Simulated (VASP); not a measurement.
# TePt (P6_3/mmc) in VASP: further runs, part 2 of 2

VASP 6.6.1. The steps go on from the part before.

### Step 4. Single point, PBEsol (strain -0.080 along x and y, +0.000 along z)

File INCAR:

```
SYSTEM = TePt
PREC = Accurate
ENCUT = 520
EDIFF = 1E-6
ISMEAR = 0
SIGMA = 0.15
LREAL = .False.
LASPH = .True.
NELM = 80
ALGO = Normal
ISIF = 2
LWAVE = .False.
LCHARG = .False.
GGA = PS
NBANDS = 24
```

File KPOINTS:

```
regular mesh
0
Gamma
  12 12 10
  0 0 0
```

File POSCAR:

```
TePt
1.0
    3.7821198268      0.0000000000      0.0000000000
   -1.8910599134      3.2754118502      0.0000000000
    0.0000000000      0.0000000000      5.4460000000
Te Pt
2 2
Direct
    0.3333333333      0.6666666667      0.2500000000
    0.6666666667      0.3333333333      0.7500000000
    0.0000000000      0.0000000000      0.0000000000
    0.0000000000      0.0000000000      0.5000000000
```

Potentials or basis: VASP PAW PBE potentials, release 64 (Te, Pt).

Command:

```console
> cat potpaw_PBE.64/Te/POTCAR potpaw_PBE.64/Pt/POTCAR > POTCAR
> mpirun -np 1 vasp_std > vasp.out
```

OUTCAR:

```text
SYSTEM = TePt
   PREC = Accurate
   ENCUT = 520
   EDIFF = 1E-6
   ISMEAR = 0
   LREAL = .False.
   LASPH = .True.
   NELM = 80
   ISIF = 2
   GGA = PS

 ion  position               nearest neighbor table
   1  0.333  0.667  0.250-   3 2.57   4 2.57   3 2.57   4 2.57   3 2.57   4 2.57   2 3.49   2 3.49
                             2 3.49   2 3.49   2 3.49   2 3.49
   2  0.667  0.333  0.750-   3 2.57   4 2.57   3 2.57   4 2.57   3 2.57   4 2.57   1 3.49   1 3.49
                             1 3.49   1 3.49   1 3.49   1 3.49
   3  0.000  0.000  0.000-   1 2.57   2 2.57   2 2.57   1 2.57   2 2.57   1 2.57   4 2.72   4 2.72

   4  0.000  0.000  0.500-   1 2.57   2 2.57   2 2.57   1 2.57   2 2.57   1 2.57   3 2.72   3 2.72

  LATTYP: Found a hexagonal cell.
 ALAT       =     3.7821198268
 C/A-ratio  =     1.4399332251

  Lattice vectors:

 A1 = (   3.7821198268,   0.0000000000,   0.0000000000)
 A2 = (  -1.8910599134,   3.2754118502,   0.0000000000)
 A3 = (   0.0000000000,   0.0000000000,   5.4460000000)

Analysis of symmetry for initial positions (statically):
=====================================================================
 Subroutine PRICEL returns:
 Original cell was already a primitive cell.

 Routine SETGRP: Setting up the symmetry group for a
[... 178 lines left out ...]
 fundamental gap:      0.0563899803
 Fermi energy:        14.0782602080

 k-point     1 :       0.0000    0.0000    0.0000
  band No.  band energies     occupation
      1      -2.6784      2.00000
      2       1.1566      2.00000
      3       3.9916      2.00000
      4       5.8305      2.00000
      5       5.8305      2.00000
      6       6.6028      2.00000
[... 637 lines left out ...]
     23      21.3993      0.00000
     24      22.7145      0.00000

 [... further k-points ...]

------------------------ aborting loop because EDIFF is reached ----------------------------------------

  FORCE on cell =-STRESS in cart. coord.  units (eV):
  Direction    XX          YY          ZZ          XY          YZ          ZX
  --------------------------------------------------------------------------------------
  -------------------------------------------------------------------------------------
  Total       26.1435021     26.1435021     21.9339525      0.0000000     -0.0000000      0.0000000
  in kB      620.8626150    620.8626150    520.8931472      0.0000000     -0.0000000      0.0000000
  external PRESSURE =     587.5394590 kB  Pullay stress =       0.0000000 kB

 VOLUME and BASIS-vectors are now :
 -----------------------------------------------------------------------------
  energy-cutoff  :      520.00
  volume of cell :       67.47
      direct lattice vectors                 reciprocal lattice vectors
     3.782119827  0.000000000  0.000000000     0.264401988  0.152652559  0.000000000
    -1.891059913  3.275411850  0.000000000     0.000000000  0.305305118  0.000000000
     0.000000000  0.000000000  5.446000000     0.000000000  0.000000000  0.183621006

 POSITION                                       TOTAL-FORCE (eV/Angst)
 -----------------------------------------------------------------------------------
     -0.00000      2.18361      1.36150        -0.000000      0.000000      0.000000
      1.89106      1.09180      4.08450        -0.000000     -0.000000      0.000000
      0.00000      0.00000      0.00000         0.000000     -0.000000      0.000000
      0.00000      0.00000      2.72300         0.000000     -0.000000      0.000000
 -----------------------------------------------------------------------------------
    total drift:                               -0.000000      0.000000     -0.000000

  FREE ENERGIE OF THE ION-ELECTRON SYSTEM (eV)
  ---------------------------------------------------
  free  energy   TOTEN  =       -19.0927625921 eV

  energy  without entropy=      -19.0717637674  energy(sigma->0) =      -19.08226318
```

stdout:

```text
POSCAR found type information on POSCAR TePt
 POSCAR found :  2 types and       4 ions
 scaLAPACK will be used
 -----------------------------------------------------------------------------
|                                                                             |
|                                                                             |
|     You enforced a specific xc type in the INCAR file but a different       |
|     I HOPE YOU KNOW WHAT YOU ARE DOING!                                     |
|                                                                             |
 -----------------------------------------------------------------------------

 LDA part: xc-table for (Slater+PW92), standard interpolation
 POSCAR, INCAR and KPOINTS ok, starting setup
 FFT: planning ... GRIDC
 FFT: planning ... GRID_SOFT
 FFT: planning ... GRID
 WAVECAR not read
 entering main loop
```

It took 74 s on 1 thread of Intel Xeon Platinum 8488C (Sapphire Rapids), shared host; peak memory 0.29 GiB.

Results:

* Free energy: -19.0928 eV
* Pressure: 58.8 GPa
* Band gap on the k mesh: zero (bands 16 and 17 overlap by 1.60 eV)

Stress tensor (GPa, compression positive):
```
62.09  0.00  0.00
 0.00 62.09  0.00
 0.00  0.00 52.09
```

Levels at points of the mesh, in eV from the Fermi level:
| k point | band 14 | band 15 | band 16 | band 17 | band 18 | band 19 |
| --- | --- | --- | --- | --- | --- | --- |
| (0.00, 0.00, 0.00) | -1.96 | -0.22 | -0.21 | 1.29 | 3.29 | 3.29 |
| (0.50, 0.00, 0.00) | -3.60 | -3.40 | -1.10 | 0.95 | 2.93 | 3.51 |
| (0.00, 0.00, 0.50) | -3.08 | 1.27 | 1.27 | 1.27 | 1.27 | 3.91 |
| (0.50, 0.00, 0.50) | -4.21 | -0.84 | -0.84 | 1.11 | 1.11 | 2.11 |

Caveat: the cell differs from its parent crystal (strain -0.080 along x and y, +0.000 along z); the cell stands under pressure; the PAW data sets were made with another functional, which shifts forces and pressure a little; spin-orbit coupling is left out, which moves the levels of the heavy elements.

### Step 5. Summary

| cell | gap on the mesh (eV) | pressure (GPa) |
| --- | --- | --- |
| a = 3.782, b = 3.782, c = 5.010 Å, angles 90.0, 90.0, 120.0°, 4 atoms | none | 98.2 |
| a = 3.782, b = 3.782, c = 5.228 Å, angles 90.0, 90.0, 120.0°, 4 atoms | none | 76.2 |
| a = 3.782, b = 3.782, c = 5.446 Å, angles 90.0, 90.0, 120.0°, 4 atoms | none | 58.8 |

Alike in all rows: task single point; level PBEsol; potentials or basis VASP PAW PBE potentials, release 64 (Te, Pt); no spin polarisation; k mesh 12 × 12 × 10; cutoff (eV) 520; smearing gaussian 0.15 eV.

Caveats: the cell stands under pressure; the PAW data sets were made with another functional, which shifts forces and pressure a little; spin-orbit coupling is left out, which moves the levels of the heavy elements.

Absolute energies hang on the potentials; compare differences alone.
